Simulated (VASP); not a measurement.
# Cd (P6_3/mmc) in VASP: a series of runs, part 2 of 2

VASP 6.6.1. The steps go on from the part before.

**3. Electric field gradients, PBE (z stretched by -1.5 % at fixed volume)**

INCAR

```
PREC     = Accurate       # precision mode
ENCUT    = 520            # plane-wave cutoff, eV
EDIFF    = 1E-8           # SCF threshold, eV
ISMEAR   = -1             # smearing method
SIGMA    = 0.05           # smearing width, eV
LREAL    = False          # projectors in reciprocal space
LASPH    = True           # aspherical terms in the spheres
NELM     = 80             # most SCF steps
ALGO     = Normal         # electronic algorithm
ISIF     = 2              # what is computed and relaxed
LWAVE    = False          # write WAVECAR
LCHARG   = False          # write CHGCAR
GGA      = PE             # functional
LEFG     = True         
NBANDS   = 19             # bands
```

KPOINTS

```
Automatic mesh
0
Gamma
  16 16 7
```

POSCAR

```
Cd
1.0
    3.0014685778      0.0000000000      0.0000000000
   -1.5007342888      2.5993480370      0.0000000000
    0.0000000000      0.0000000000      5.5333852500
Cd
2
Direct
    0.3333333333      0.6666666667      0.2500000000
    0.6666666667      0.3333333333      0.7500000000
```

Potentials or basis: VASP PAW PBE potentials, release 64 (Cd).

Command:

```sh
$ cat potpaw_PBE.64/Cd/POTCAR > POTCAR
$ mpirun -np 1 vasp_std > vasp.out
```

OUTCAR:

```text
PREC = Accurate
   ENCUT = 520
   EDIFF = 1E-8
   ISMEAR = -1
   LREAL = False
   LASPH = True
   NELM = 80
   ISIF = 2
   GGA = PE

 ion  position               nearest neighbor table
   1  0.333  0.667  0.250-   2 3.26   2 3.26   2 3.26   2 3.26   2 3.26   2 3.26
   2  0.667  0.333  0.750-   1 3.26   1 3.26   1 3.26   1 3.26   1 3.26   1 3.26

  LATTYP: Found a hexagonal cell.
 ALAT       =     3.0014685778
 C/A-ratio  =     1.8435592799

  Lattice vectors:

 A1 = (   3.0014685778,   0.0000000000,   0.0000000000)
 A2 = (  -1.5007342888,   2.5993480370,   0.0000000000)
 A3 = (   0.0000000000,   0.0000000000,   5.5333852500)

Analysis of symmetry for initial positions (statically):
=====================================================================
 Subroutine PRICEL returns:
 Original cell was already a primitive cell.

 Routine SETGRP: Setting up the symmetry group for a
 hexagonal supercell.

 Subroutine GETGRP returns: Found 24 space group operations
 (whereof 12 operations were pure point group operations)
 out of a pool of 24 trial point group operations.

The static configuration has the point symmetry D_3d.
 The point group associated with its full space group is D_6h.

Analysis of symmetry for dynamics (positions and initial velocities):
=====================================================================
 Subroutine PRICEL returns:
 Original cell was already a primitive cell.

 Routine SETGRP: Setting up the symmetry group for a
 hexagonal supercell.

 Subroutine GETGRP returns: Found 24 space group operations
[... 159 lines left out ...]
 k-point     1 :       0.0000    0.0000    0.0000
  band No.  band energies     occupation
      1      -6.8810      2.00000
      2      -6.5808      2.00000
      3      -6.2678      2.00000
      4      -6.2678      2.00000
      5      -6.2108      2.00000
      6      -6.2108      2.00000
[... 505 lines left out ...]
      6      -5.9783      2.00000
[... 11 lines left out ...]
     18      12.4156      0.00000
     19      13.3453      0.00000

 [... further k-points ...]

------------------------ aborting loop because EDIFF is reached ----------------------------------------

  FORCE on cell =-STRESS in cart. coord.  units (eV):
  Direction    XX          YY          ZZ          XY          YZ          ZX
  --------------------------------------------------------------------------------------
  -------------------------------------------------------------------------------------
  Total        0.8373150      0.8373150      0.6808266      0.0000000      0.0000000     -0.0000000
  in kB       31.0749426     31.0749426     25.2672496      0.0000000      0.0000000     -0.0000000
  external PRESSURE =      29.1390449 kB  Pullay stress =       0.0000000 kB

 VOLUME and BASIS-vectors are now :
 -----------------------------------------------------------------------------
  energy-cutoff  :      520.00
  volume of cell :       43.17
      direct lattice vectors                 reciprocal lattice vectors
     3.001468578  0.000000000  0.000000000     0.333170238  0.192355927  0.000000000
    -1.500734289  2.599348037  0.000000000     0.000000000  0.384711853  0.000000000
     0.000000000  0.000000000  5.533385250     0.000000000  0.000000000  0.180721196

 POSITION                                       TOTAL-FORCE (eV/Angst)
 -----------------------------------------------------------------------------------
     -0.00000      1.73290      1.38335        -0.000000      0.000000      0.000000
      1.50073      0.86645      4.15004         0.000000      0.000000      0.000000
 -----------------------------------------------------------------------------------
    total drift:                                0.000000     -0.000000      0.000000

  FREE ENERGIE OF THE ION-ELECTRON SYSTEM (eV)
  ---------------------------------------------------
  free  energy   TOTEN  =        -1.4758225581 eV

  energy  without entropy=       -1.4711879568  energy(sigma->0) =       -1.47350526

 Electric field gradients (V/A^2)
---------------------------------------------------------------------
 ion       V_xx      V_yy      V_zz      V_xy      V_xz      V_yz
---------------------------------------------------------------------
   1     -33.288   -33.287    66.575     0.001     0.000    -0.000
   2     -33.288   -33.287    66.575     0.001    -0.000     0.000
---------------------------------------------------------------------

 Electric field gradients after diagonalization (V/A^2)
 (convention: |V_zz| > |V_xx| > |V_yy|)
----------------------------------------------------------------------
 ion       V_xx      V_yy      V_zz     asymmetry (V_yy - V_xx)/ V_zz
----------------------------------------------------------------------
   1     -33.288   -33.286    66.575       0.000
   2     -33.288   -33.286    66.575       0.000
----------------------------------------------------------------------

           NMR quadrupolar parameters

 Cq : quadrupolar parameter    Cq=e*Q*V_zz/h
 eta: asymmetry parameters     (V_yy - V_xx)/ V_zz
 Q  : nuclear electric quadrupole moment in mb (millibarn)
----------------------------------------------------------------------
 ion       Cq(MHz)       eta       Q (mb)
----------------------------------------------------------------------
   1       0.161       0.000       1.000
   2       0.161       0.000       1.000
----------------------------------------------------------------------
```

OSZICAR:

```text
N       E                     dE             d eps       ncg     rms          rms(c)
DAV:   1     0.176103059005E+03    0.17610E+03   -0.13180E+04  4576   0.127E+03
DAV:   2     0.256931529429E+01   -0.17353E+03   -0.16738E+03  4728   0.333E+02
DAV:   3    -0.156969217029E+01   -0.41390E+01   -0.41305E+01  5194   0.587E+01
DAV:   4    -0.157713886735E+01   -0.74467E-02   -0.74461E-02  5015   0.236E+00
DAV:   5    -0.157716130977E+01   -0.22442E-04   -0.22442E-04  5004   0.126E-01    0.450E+00
DAV:   6    -0.147988111071E+01    0.97280E-01   -0.24012E-01  4998   0.590E+00    0.359E+00
DAV:   7    -0.147542255293E+01    0.44586E-02   -0.27458E-02  5065   0.157E+00    0.168E+00
DAV:   8    -0.147574175580E+01   -0.31920E-03   -0.34568E-03  4875   0.721E-01    0.907E-02
DAV:   9    -0.147578126791E+01   -0.39512E-04   -0.17564E-05  5217   0.439E-02    0.373E-02
DAV:  10    -0.147582279667E+01   -0.41529E-04   -0.34751E-05  4923   0.563E-02    0.351E-03
DAV:  11    -0.147582273195E+01    0.64719E-07   -0.51457E-08  5073   0.235E-03    0.152E-03
DAV:  12    -0.147582253759E+01    0.19436E-06   -0.15359E-08  4111   0.104E-03    0.278E-04
DAV:  13    -0.147582254862E+01   -0.11030E-07   -0.34275E-10  2682   0.206E-04    0.529E-05
DAV:  14    -0.147582255813E+01   -0.95115E-08   -0.50737E-11  2523   0.720E-05
   1 F= -.14758226E+01 E0= -.14735053E+01  d E =-.463460E-02
```

It took 79 s on 1 thread of Intel Xeon 8259CL, shared host; peak memory 0.22 GiB.

Results:

- Free energy: -1.4758 eV
- Pressure: 2.9 GPa
- Band gap on the k mesh: zero (band 12 reaches 4.05 eV, above the bottom of band 13 at 0.19 eV)

Levels at points of the mesh, in eV from the Fermi level:
| k point | band 10 | band 11 | band 12 | band 13 | band 14 | band 15 |
| --- | --- | --- | --- | --- | --- | --- |
| (0.00, 0.00, 0.00) | -8.58 | -8.58 | -3.05 | -2.88 | 11.08 | 14.16 |
| (0.50, 0.00, 0.00) | -8.32 | -2.50 | -2.04 | 2.02 | 2.94 | 3.18 |

Electric field gradients, principal values (V/Å²):
| atom | least | middle | greatest (by size) |
| --- | --- | --- | --- |
| 1 Cd | -33.286 | -33.288 | 66.575 |
| 2 Cd | -33.286 | -33.288 | 66.575 |

Caveat: without QUAD_EFG the Cq values of the log hold for a quadrupole moment of 1 mb, not for the nuclei.
